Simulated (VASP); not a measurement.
Here is a VASP 6.6.1 calculation.

Contents of INCAR:

```
ALGO = Normal
EDIFF = 1E-7
ENCUT = 520
GGA = CA
ISIF = 2
ISMEAR = -1
LASPH = T
LCHARG = T
LELF = T
LREAL = F
LVHAR = T
LWAVE = F
NBANDS = 27
NELM = 60
PREC = Accurate
SIGMA = 0.05
```

KPOINTS

```
k-points
0
Gamma
  9 9 9
```

Contents of POSCAR:

```
S
1.0
    5.1073908578      2.9487534866      1.3458503480
   -5.1073908578      2.9487534866      1.3458503480
    0.0000000000     -5.8975069732      1.3458503479
S
6
Direct
    0.5886618540      0.3444238641      0.2313143009
    0.2313143009      0.5886618540      0.3444238641
    0.3444238641      0.2313143009      0.5886618540
    0.4113381460      0.6555761359      0.7686856991
    0.7686856991      0.4113381460      0.6555761359
    0.6555761359      0.7686856991      0.4113381460
```

Potentials or basis: VASP PAW LDA potentials, release 64 (S).

Command:

```sh
$ cat potpaw_LDA.64/S/POTCAR > POTCAR
$ mpirun -np 1 vasp_std > vasp.out
```

Question: Predict the pressure.

Answer: -0.6 GPa.

Question: Estimate the band gap on the k mesh.

Answer: 1.77 eV (least direct gap 1.83 eV).

Question: What does it give for the largest force?

Answer: 0.133 eV/Å.

Forces on the atoms (eV/Å):
```
S   -0.066 -0.076  0.086
S    0.099 -0.019  0.086
S   -0.033  0.095  0.086
S    0.066  0.076 -0.086
S   -0.099  0.019 -0.086
S    0.033 -0.095 -0.086
```

A k mesh can miss the band edges.
